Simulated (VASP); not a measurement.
A run of VASP 6.6.1 is set up as follows.

INCAR

```
SYSTEM = MoS
PREC     = Accurate       ! precision mode
ENCUT    = 520            ! plane-wave cutoff, eV
EDIFF    = 1E-7           ! SCF threshold, eV
ISMEAR   = 0              ! smearing method
SIGMA    = 0.1            ! smearing width, eV
LREAL    = .False.        ! projectors in reciprocal space
LASPH    = .True.         ! aspherical terms in the spheres
NELM     = 150            ! most SCF steps
ALGO     = Normal         ! electronic algorithm
ISIF     = 2              ! what is computed and relaxed
LWAVE    = .False.        ! write WAVECAR
LCHARG   = .False.        ! write CHGCAR
ISPIN    = 2              ! spin polarisation
MAGMOM   = 0.5 0.5 0 0    ! initial moments
LORBIT   = 11             ! projections on sites
LMAXMIX  = 4              ! l up to which the mixer works
LDAU     = .True.         ! DFT+U
LDAUTYPE = 2            
LDAUL    = 2 -1           ! shell
LDAUU    = 4.38 0         ! U, eV
LDAUJ    = 0 0          
LDAUPRINT= 1            
GGA      = PE             ! functional
NBANDS   = 32             ! bands
```

Contents of KPOINTS:

```
Automatic mesh
0
Gamma
  12 12 6
  0 0 0
```

File POSCAR:

```
MoS
1.0
    3.8164719870     -0.0000000001      0.0000000000
   -1.9082359934      3.3051616936      0.0000000000
    0.0000000000      0.0000000000      6.6447851839
Mo S
2 2
Direct
    0.0000000000      0.0000000000      0.0000000000
    0.0000000000      0.0000000000      0.5000000000
    0.3333333333      0.6666666667      0.2500000000
    0.6666666667      0.3333333333      0.7500000000
```

Potentials or basis: VASP PAW PBE potentials, release 64 (Mo_sv, S).

The run is started by

```console
$ cat potpaw_PBE.64/Mo_sv/POTCAR potpaw_PBE.64/S/POTCAR > POTCAR
$ mpirun -np 1 vasp_std > vasp.out
```

Task: Estimate the site moments.

Result: Mo +3.56; S -0.11 μB.

Task: Estimate the pressure.

Result: -1.9 GPa.

Eigenvalues of the final occupation matrices:
```tsv
site	spin	trace	eigenvalues
site 1 d	1	3.73	0.60 0.60 0.84 0.84 0.85
site 1 d	2	0.22	0.02 0.02 0.02 0.08 0.08
site 2 d	1	3.73	0.60 0.60 0.84 0.84 0.85
site 2 d	2	0.22	0.02 0.02 0.02 0.08 0.08
```
